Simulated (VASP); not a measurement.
# NiO (Fm-3m) in VASP: notebook

NiO is run at these levels: PBE+U; tasks: single point.

All numbers are computed with VASP 6.6.1; they aren't measurements. Logs are shortened: lines on timing, memory, paths and dates and some standing lists are left out, and cuts for length are marked.

## 1. The cell of the first run

The structure is cubic, space group Fm-3m (No. 225). The conventional cell has a = 4.183 Å, b = 4.183 Å, c = 4.183 Å, α = 90.00°, β = 90.00°, γ = 90.00°. Ni (site symmetry m-3m) has 6 O at 2.09 Å within 2.8 Å. O (site symmetry m-3m) has 6 Ni at 2.09 Å within 2.8 Å.

## 2. Single point, PBE+U, collinear spin, ferromagnetic start

Input file INCAR:

```
SYSTEM = NiO
  PREC = Accurate
  ENCUT = 700
  EDIFF = 1E-6
  ISMEAR = 0
  SIGMA = 0.1
  LREAL = .FALSE.
  LASPH = .TRUE.
  NELM = 200
  ALGO = Normal
  ISIF = 2
  LWAVE = .FALSE.
  LCHARG = .TRUE.
  ISPIN = 2
  MAGMOM = 2 0
  LORBIT = 11
  LMAXMIX = 4
  LDAU = .TRUE.
  LDAUTYPE = 2
  LDAUL = 2 -1
  LDAUU = 6.2 0
  LDAUJ = 0 0
  LDAUPRINT = 1
  GGA = PE
  LELF = .TRUE.
  LVHAR = .TRUE.
  NBANDS = 23
  GGA_COMPAT = .FALSE.
```

Input file KPOINTS:

```
Automatic mesh
0
G
  8 8 8
  0 0 0
```

Input file POSCAR:

```
NiO
1.0
    0.0000000000      2.0913100000      2.0913100000
    2.0913100000      0.0000000000      2.0913100000
    2.0913100000      2.0913100000      0.0000000000
Ni O
1 1
Direct
    0.0000000000      0.0000000000      0.0000000000
    0.5000000000      0.5000000000      0.5000000000
```

Potentials or basis: VASP PAW PBE potentials, release 64 (Ni_sv_GW, O).

The run is started by

```console
$ cat potpaw_PBE.64/Ni_sv_GW/POTCAR potpaw_PBE.64/O/POTCAR > POTCAR
$ mpirun -np 1 vasp_std > vasp.out
```

OUTCAR:

```text
SYSTEM = NiO
   PREC = Accurate
   ENCUT = 700
   EDIFF = 1E-6
   ISMEAR = 0
   LREAL = .FALSE.
   LASPH = .TRUE.
   NELM = 200
   ISIF = 2
   ISPIN = 2
   LORBIT = 11
   GGA = PE

 ion  position               nearest neighbor table
   1  0.000  0.000  0.000-   2 2.09   2 2.09   2 2.09   2 2.09   2 2.09   2 2.09
   2  0.500  0.500  0.500-   1 2.09   1 2.09   1 2.09   1 2.09   1 2.09   1 2.09

  LATTYP: Found a face centered cubic cell.
 ALAT       =     4.1826200000

  Lattice vectors:

 A1 = (   0.0000000000,   2.0913100000,   2.0913100000)
 A2 = (   2.0913100000,   0.0000000000,   2.0913100000)
 A3 = (   2.0913100000,   2.0913100000,   0.0000000000)

Analysis of symmetry for initial positions (statically):
=====================================================================
 Subroutine PRICEL returns:
 Original cell was already a primitive cell.

 Routine SETGRP: Setting up the symmetry group for a
 face centered cubic supercell.

 Subroutine GETGRP returns: Found 48 space group operations
 (whereof 48 operations were pure point group operations)
 out of a pool of 48 trial point group operations.

The static configuration has the point symmetry O_h .

Analysis of symmetry for dynamics (positions and initial velocities):
=====================================================================
 Subroutine PRICEL returns:
 Original cell was already a primitive cell.

 Routine SETGRP: Setting up the symmetry group for a
 face centered cubic supercell.

 Subroutine GETGRP returns: Found 48 space group operations
 (whereof 48 operations were pure point group operations)
 out of a pool of 48 trial point group operations.

The dynamic configuration has the point symmetry O_h .

Analysis of structural, dynamic, and magnetic symmetry:
=====================================================================
 Subroutine PRICEL returns:
 Original cell was already a primitive cell.

 Routine SETGRP: Setting up the symmetry group for a
 face centered cubic supercell.

 Subroutine GETGRP returns: Found 48 space group operations
 (whereof 48 operations were pure point group operations)
 out of a pool of 48 trial point group operations.

The overall configuration has the point symmetry O_h .

 Subroutine INISYM returns: Found 48 space group operations
 (whereof 48 operations are pure point group operations),
 and found     1 'primitive' translations

----------------------------------------------------------------------------------------

                                     Primitive cell

  volume of cell :      18.2930

  direct lattice vectors                    reciprocal lattice vectors
     0.000000000  2.091310000  2.091310000    -0.239084593  0.239084593  0.239084593
     2.091310000  0.000000000  2.091310000     0.239084593 -0.239084593  0.239084593
     2.091310000  2.091310000  0.000000000     0.239084593  0.239084593 -0.239084593

  length of vectors
     2.957558965  2.957558965  2.957558965     0.414106662  0.414106662  0.414106662

  position of ions in fractional coordinates (direct lattice)
     0.000000000  0.000000000  0.000000000
     0.500000000  0.500000000  0.500000000

  ion indices of the primitive-cell ions
   primitive index   ion index
                 1           1
                 2           2

----------------------------------------------------------------------------------------

 KPOINTS: Automatic mesh

[... 62 lines left out ...]
   LNONCOLLINEAR =      F non collinear calculations
   LSORBIT =      F    spin-orbit coupling
   LASPH  =      T    aspherical Exc in radial PAW
   ENCUT  =  700.0 eV  51.45 Ry    7.17 a.u.   6.38  6.38  6.38*2*pi/ulx,y,z
   NELM   =    200;   NELMIN=  2; NELMDL= -5     # of ELM steps
   EDIFF  = 0.1E-05   stopping-criterion for ELM
   LREAL  =      F    real-space projection
   EDIFFG = 0.1E-04   stopping-criterion for IOM
   NSW    =      0    number of steps for IOM
   IBRION =     -1    ionic relax: 0-MD 1-quasi-New 2-CG
   NFREE  =      0    steps in history (QN), initial steepest desc. (CG)
   ISIF   =      2    stress and relaxation
   ISYM   =      2    0-nonsym 1-usesym 2-fastsym
   POTIM  = 0.5000    time-step for ionic-motion
   TEBEG  =    0.0;   TEEND  =   0.0 temperature during run
   PSTRESS=    0.0 pullay stress
   NELECT =      24.0000    total number of electrons
   NUPDOWN=      -1.0000    fix difference up-down
   EMIN   =  10.00;   EMAX   =-10.00  energy-range for DOS
   EFERMI =   0.00;   METHOD = LEGACY
   ISMEAR =     0;   SIGMA  =   0.10  broadening in eV -4-tet -1-fermi 0-gaus
   EFERMI_NEDOS =   21; number of points for ismear=-14 and -15
   IALGO  =     38    algorithm
   IMIX   =      4    mixing-type and parameters
     AMIX     =   0.40;   BMIX     =  1.00
     AMIX_MAG =   1.60;   BMIX_MAG =  1.00
  volume/ion in A,a.u.               =       9.15        61.72
  Fermi-wavevector in a.u.,A,eV,Ry     =   1.792188  3.386744 43.701054  3.211937
  Thomas-Fermi vector in A             =   2.854603
   LORBIT       =     11    0 simple, 1 ext, 2 COOP (PROOUT), +10 PAW based schemes
 LDA+U is selected, type is set to LDAUTYPE =  2
   angular momentum for each species LDAUL =     2   -1
   U (eV)           for each species LDAUU =   6.2  0.0
   J (eV)           for each species LDAUJ =   0.0  0.0
   GGA     = PE    functional components
   LHFCALC =     F    Hartree Fock is set to
   AEXX    =    0.0000 exact exchange contribution
   IVDW    =     0    specifies the selected vdW correction
   LEPSILON=     F    determine dielectric tensor
   LRPA    =     F    only Hartree local field effects (RPA)
 spin polarized calculation
 Gauss-broadening in eV      SIGMA  =   0.10
  energy-cutoff  :      700.00
  volume of cell :       18.29
 maximum number of plane-waves:       783
 NGX is ok and might be reduce to    28
   NGX = 13   NGY = 13   NGZ = 13

atom =   1  type =  1  l = 2

 onsite density matrix

spin component  1

  0.9386 -0.0000  0.0000 -0.0000  0.0000
 -0.0000  0.9386 -0.0000  0.0000  0.0000
  0.0000 -0.0000  0.9697  0.0000 -0.0000
 -0.0000  0.0000  0.0000  0.9386  0.0000
  0.0000  0.0000 -0.0000  0.0000  0.9697

spin component  2

  0.9315 -0.0000 -0.0000 -0.0000 -0.0000
 -0.0000  0.9315  0.0000  0.0000 -0.0000
 -0.0000  0.0000  0.0955 -0.0000 -0.0000
 -0.0000  0.0000 -0.0000  0.9315 -0.0000
 -0.0000 -0.0000 -0.0000 -0.0000  0.0955

 occupancies and eigenvectors

  o =  0.0955  v =  0.0000  0.0000  0.0000  0.0000  0.0000  0.0000 -0.0000 -0.0197 -0.0000 -0.9998      0.0000  0.0000  0.0000  0.0000  0.0000  0.0000  0.0000  0.0000  0.0000  0.0000
  o =  0.0955  v =  0.0000  0.0000  0.0000  0.0000  0.0000  0.0000  0.0000 -0.9998  0.0000  0.0197      0.0000  0.0000  0.0000  0.0000  0.0000  0.0000  0.0000  0.0000  0.0000  0.0000
  o =  0.9315  v =  0.0000  0.0000  0.0000  0.0000  0.0000  0.0000 -0.9904 -0.0000 -0.1381 -0.0000      0.0000  0.0000  0.0000  0.0000  0.0000  0.0000  0.0000  0.0000  0.0000  0.0000
  o =  0.9315  v =  0.0000  0.0000  0.0000  0.0000  0.0000  1.0000  0.0000  0.0000  0.0000  0.0000      0.0000  0.0000  0.0000  0.0000  0.0000  0.0000  0.0000  0.0000  0.0000  0.0000
  o =  0.9315  v =  0.0000  0.0000  0.0000  0.0000  0.0000  0.0000 -0.1381  0.0000  0.9904 -0.0000      0.0000  0.0000  0.0000  0.0000  0.0000  0.0000  0.0000  0.0000  0.0000  0.0000
  o =  0.9386  v =  0.0000  0.1017  0.0000 -0.9948 -0.0000  0.0000  0.0000  0.0000  0.0000  0.0000      0.0000  0.0000  0.0000  0.0000  0.0000  0.0000  0.0000  0.0000  0.0000  0.0000
  o =  0.9386  v =  1.0000  0.0000  0.0000  0.0000  0.0000  0.0000  0.0000  0.0000  0.0000  0.0000      0.0000  0.0000  0.0000  0.0000  0.0000  0.0000  0.0000  0.0000  0.0000  0.0000
  o =  0.9386  v =  0.0000 -0.9948  0.0000 -0.1017  0.0000  0.0000  0.0000  0.0000  0.0000  0.0000      0.0000  0.0000  0.0000  0.0000  0.0000  0.0000  0.0000  0.0000  0.0000  0.0000
  o =  0.9697  v =  0.0000 -0.0000  0.7803  0.0000 -0.6254  0.0000  0.0000  0.0000  0.0000  0.0000      0.0000  0.0000  0.0000  0.0000  0.0000  0.0000  0.0000  0.0000  0.0000  0.0000
  o =  0.9697  v =  0.0000 -0.0000 -0.6254  0.0000 -0.7803  0.0000  0.0000  0.0000  0.0000  0.0000      0.0000  0.0000  0.0000  0.0000  0.0000  0.0000  0.0000  0.0000  0.0000  0.0000

 number of electron      24.0000000 magnetization       2.0000106

 Free energy of the ion-electron system (eV)
  ---------------------------------------------------
  ext. energy  EPLUGINS =         0.00000000
  ---------------------------------------------------
  free energy    TOTEN  =       -10.22723079 eV

  energy without entropy =      -10.22723079  energy(sigma->0) =      -10.22723079

 E-fermi :   6.7868     XC(G=0): -12.9831

 val. band max:        6.2362199566   @ k =   0.5000   0.0000   0.0000
 cond. band min:       8.5495779017   @ k =   0.0000   0.0000   0.0000
 fundamental gap:      2.3133579451
 Fermi energy:         6.7867536243

 spin component 1

 k-point     1 :       0.0000    0.0000    0.0000
  band No.  band energies     occupation
      1     -97.8174      1.00000
      2     -58.1943      1.00000
      3     -58.1943      1.00000
      4     -58.1943      1.00000
      5     -12.9583      1.00000
      6       0.6052      1.00000
[... 1241 lines left out ...]
     22      37.9390      0.00000
     23      38.8047      0.00000

 [... further k-points ...]
[... 5 lines left out ...]
  --------------------------------------------------------------------------------------
  -------------------------------------------------------------------------------------
  Total        1.1026752      1.1026752      1.1026752     -0.0000000      0.0000000     -0.0000000
  in kB       96.5768278     96.5768278     96.5768278     -0.0000000      0.0000000     -0.0000000
  external PRESSURE =      96.5768278 kB  Pullay stress =       0.0000000 kB

 VOLUME and BASIS-vectors are now :
 -----------------------------------------------------------------------------
  energy-cutoff  :      700.00
  volume of cell :       18.29
      direct lattice vectors                 reciprocal lattice vectors
     0.000000000  2.091310000  2.091310000    -0.239084593  0.239084593  0.239084593
     2.091310000  0.000000000  2.091310000     0.239084593 -0.239084593  0.239084593
     2.091310000  2.091310000  0.000000000     0.239084593  0.239084593 -0.239084593

 POSITION                                       TOTAL-FORCE (eV/Angst)
 -----------------------------------------------------------------------------------
      0.00000      0.00000      0.00000        -0.000000      0.000000     -0.000000
      2.09131      2.09131      2.09131         0.000000     -0.000000      0.000000
 -----------------------------------------------------------------------------------
    total drift:                               -0.000000      0.000000      0.000000

  FREE ENERGIE OF THE ION-ELECTRON SYSTEM (eV)
  ---------------------------------------------------
  free  energy   TOTEN  =       -10.2272307862 eV

  energy  without entropy=      -10.2272307862  energy(sigma->0) =      -10.22723079

 total charge

# of ion       s       p       d       f       tot
--------------------------------------------------
    1        2.161   6.228   7.715   0.010  16.113
    2        1.544   3.500   0.000   0.000   5.044
--------------------------------------------------
tot          3.705   9.728   7.715   0.010  21.157

 magnetization (x)

# of ion       s       p       d       f       tot
--------------------------------------------------
    1        0.010   0.013   1.767   0.001   1.790
    2        0.022   0.150   0.000   0.000   0.173
--------------------------------------------------
tot          0.032   0.163   1.767   0.001   1.963
```

Run time: 41 s. Hardware: 1 thread of Intel Xeon 6975P-C (Granite Rapids), shared host; peak memory 0.2 GiB.

What came out:

```yaml
Free_energy: -10.2272 eV
Pressure: 9.7 GPa
Band_gap_on_the_k_mesh: 2.31 eV (least direct gap 3.60 eV)
Net_moment: 2.00 μB per cell
Site_moments: Ni +1.79; O +0.17 μB
Valence_electrons_inside_the_program's_atomic_spheres: Ni 16.11; O 5.04
```

Levels at points of the mesh, in eV from the valence-band top:
Spin up:
| k point | band 9 | band 10 | band 11 | band 12 | band 13 | band 14 | band 15 | band 16 | band 17 | band 18 |
| --- | --- | --- | --- | --- | --- | --- | --- | --- | --- | --- |
| (0.00, 0.00, 0.00) | -4.62 | -4.62 | -1.75 | -1.75 | -1.75 | 2.31 | 18.45 | 18.87 | 18.87 | 18.87 |
| (0.50, 0.00, 0.00) | -4.10 | -4.10 | -2.95 | 0.00 | 0.00 | 6.31 | 10.83 | 14.60 | 14.60 | 21.39 |
| (0.50, 0.50, 0.00) | -4.66 | -3.79 | -3.79 | -3.13 | -3.13 | 6.66 | 11.53 | 12.13 | 17.35 | 17.35 |
Spin down:
| k point | band 9 | band 10 | band 11 | band 12 | band 13 | band 14 |
| --- | --- | --- | --- | --- | --- | --- |
| (0.00, 0.00, 0.00) | -1.41 | -1.41 | -1.41 | 2.66 | 2.72 | 2.72 |
| (0.50, 0.00, 0.00) | -2.03 | -2.03 | -1.98 | 5.12 | 5.12 | 6.49 |
| (0.50, 0.50, 0.00) | -2.82 | -2.66 | -2.66 | 3.23 | 3.70 | 7.27 |

Eigenvalues of the final occupation matrices:
```csv
site,spin,trace,eigenvalues
site 1 d,1,4.76,0.94 0.94 0.94 0.97 0.97
site 1 d,2,2.99,0.10 0.10 0.93 0.93 0.93
```

Caveat: the cell stands under pressure; a cell with one magnetic atom can't hold antiferromagnetic order, which such compounds often take. The state reached can hang on the start; a lower one may exist.

## 3. Single point, PBE+U, collinear spin, ferromagnetic start

This run uses another cell than the first one, of 9.71 Å³/atom.

Input file INCAR:

```
PREC     = Accurate       # precision mode
ENCUT    = 700            # plane-wave cutoff, eV
EDIFF    = 1E-6           # SCF threshold, eV
ISMEAR   = 0              # smearing method
SIGMA    = 0.02           # smearing width, eV
LREAL    = False          # projectors in reciprocal space
LASPH    = True           # aspherical terms in the spheres
NELM     = 200            # most SCF steps
ALGO     = Normal         # electronic algorithm
ISIF     = 2              # what is computed and relaxed
LWAVE    = False          # write WAVECAR
LCHARG   = False          # write CHGCAR
ISPIN    = 2              # spin polarisation
MAGMOM   = 1.91 0.21      # initial moments
LORBIT   = 11             # projections on sites
LMAXMIX  = 4              # l up to which the mixer works
LDAU     = True           # DFT+U
LDAUTYPE = 2            
LDAUL    = 2 -1           # shell
LDAUU    = 6.2 0          # U, eV
LDAUJ    = 0 0          
LDAUPRINT= 1            
GGA      = PE             # functional
NBANDS   = 23             # bands
GGA_COMPAT= False
```

Input file KPOINTS:

```
Automatic mesh
0
Gamma
  12 12 12
```

Input file POSCAR:

```
NiO
1.0
    0.0000000000      2.1337134514      2.1337134514
    2.1337134514      0.0000000000      2.1337134514
    2.1337134514      2.1337134514      0.0000000000
Ni O
1 1
Direct
    0.0000000000      0.0000000000      0.0000000000
    0.5000000000      0.5000000000      0.5000000000
```

Potentials or basis: VASP PAW PBE potentials, release 64 (Ni_sv_GW, O).

The run is started by

```console
$ cat potpaw_PBE.64/Ni_sv_GW/POTCAR potpaw_PBE.64/O/POTCAR > POTCAR
$ mpirun -np 1 vasp_std > vasp.out
```

It took 76 s on 1 thread of AMD EPYC 9R45 (Zen 5), shared host; peak memory 0.21 GiB.

Results (log left out):

```yaml
Free_energy: -10.2589 eV
Pressure: -2.2 GPa
Band_gap_on_the_k_mesh: 2.00 eV (least direct gap 3.17 eV)
Net_moment: 2.00 μB per cell
Site_moments: Ni +1.80; O +0.16 μB
Valence_electrons_inside_the_program's_atomic_spheres: Ni 16.07; O 5.01
```

Levels at points of the mesh, in eV from the valence-band top:
Spin up:
| k point | band 9 | band 10 | band 11 | band 12 | band 13 | band 14 | band 15 | band 16 | band 17 | band 18 |
| --- | --- | --- | --- | --- | --- | --- | --- | --- | --- | --- |
| (0.00, 0.00, 0.00) | -4.50 | -4.50 | -1.48 | -1.48 | -1.48 | 2.00 | 18.27 | 18.49 | 18.49 | 18.49 |
| (0.50, 0.00, 0.00) | -4.06 | -4.06 | -2.92 | 0.00 | 0.00 | 6.20 | 10.29 | 14.23 | 14.23 | 20.67 |
| (0.50, 0.50, 0.00) | -4.72 | -3.78 | -3.78 | -2.77 | -2.77 | 6.30 | 11.16 | 11.96 | 16.68 | 16.68 |
Spin down:
```
           k point  band 7  band 8  band 9  band 10  band 11  band 12  band 13  band 14  band 15  band 16
(0.00, 0.00, 0.00)   -3.46   -3.46   -1.17    -1.17    -1.17     2.35     2.85     2.85    18.22    18.71
(0.50, 0.00, 0.00)   -3.64   -3.64   -1.98    -1.87    -1.87     5.02     5.02     6.38    10.75    14.59
(0.50, 0.50, 0.00)   -4.11   -2.65   -2.65    -2.48    -2.48     3.31     3.66     6.92    11.43    12.21
```

Eigenvalues of the final occupation matrices:
```
    site  spin  trace               eigenvalues
site 1 d     1   4.75  0.94 0.94 0.94 0.97 0.97
site 1 d     2   2.97  0.09 0.09 0.93 0.93 0.93
```

Caveat: a cell with one magnetic atom can't hold antiferromagnetic order, which such compounds often take.

[end of part 1 of 2]
